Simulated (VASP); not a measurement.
## Cs2Ge3: single point with PBE

Cs2Ge3:

```
CELL_PARAMETERS angstrom
4.64609 0.00000 0.00000
0.00000 4.64609 0.00000
0.00000 0.00000 6.84312
ATOMIC_POSITIONS crystal
Cs 0.00000 0.00000 0.72113
Cs 0.50000 0.50000 0.28981
Ge 0.50000 0.00000 0.99346
Ge 0.00000 0.50000 0.99346
Ge 0.00000 0.00000 0.27214
```

The cell was built from a structure type or drawn by symmetry, and may not be a known phase.

```
Program                : VASP 6.6.1
Task                   : single point
Functional             : PBE
Potentials or basis    : VASP PAW PBE potentials, release 64 (Cs_sv, Ge_d)
Cutoff                 : 520 eV
k mesh                 : 4 × 4 × 4
Occupations            : gaussian, width 0.1 eV
Spin                   : no spin polarisation
Dipole correction      : no
Further INCAR settings : ALGO = Normal; EDIFF = 1e-06; NBANDS = 38
```

```
Pressure      : 10.0 GPa
Largest force : 3.158 eV/Å
```

Forces on the atoms (eV/Å):
```
Cs   0.000  0.000 -1.588
Cs   0.000  0.000  2.941
Ge   0.000  0.000  0.902
Ge   0.000  0.000  0.902
Ge   0.000  0.000 -3.158
```

Stress tensor (GPa, compression positive):
```
 8.57  0.00  0.00
 0.00  8.57  0.00
 0.00  0.00 12.78
```

Levels at points of the mesh, in eV from the Fermi level:
```tsv
k point	band 26	band 27	band 28	band 29	band 30	band 31	band 32	band 33	band 34	band 35
(0.00, 0.00, 0.00)	-5.67	-1.76	-1.76	-1.09	-0.44	0.87	0.87	2.12	2.70	2.84
(0.50, 0.00, 0.00)	-5.82	-2.11	-1.67	-1.23	-0.09	0.36	0.91	0.95	2.48	2.64
(0.50, 0.50, 0.00)	-6.43	-2.50	-1.20	-0.30	-0.30	1.93	1.93	2.18	3.48	3.50
(0.00, 0.00, 0.50)	-6.39	-1.81	-1.81	-1.25	-0.75	0.70	1.05	1.05	3.55	3.56
(0.50, 0.00, 0.50)	-6.13	-2.00	-1.66	-1.61	-0.24	0.60	0.63	2.02	2.10	3.10
(0.50, 0.50, 0.50)	-6.20	-2.93	-2.17	0.00	0.00	1.23	1.23	2.17	3.53	3.78
```

Run time: 2.9 min on 1 thread of Intel Xeon 8259CL (shared host), peak memory 0.29 GiB.

Caveat: the cell stands under pressure; spin-orbit coupling is left out, which moves the levels of the heavy elements; forces of over 1 eV/Å act on the atoms, so gaps and moduli don't describe the material at rest.
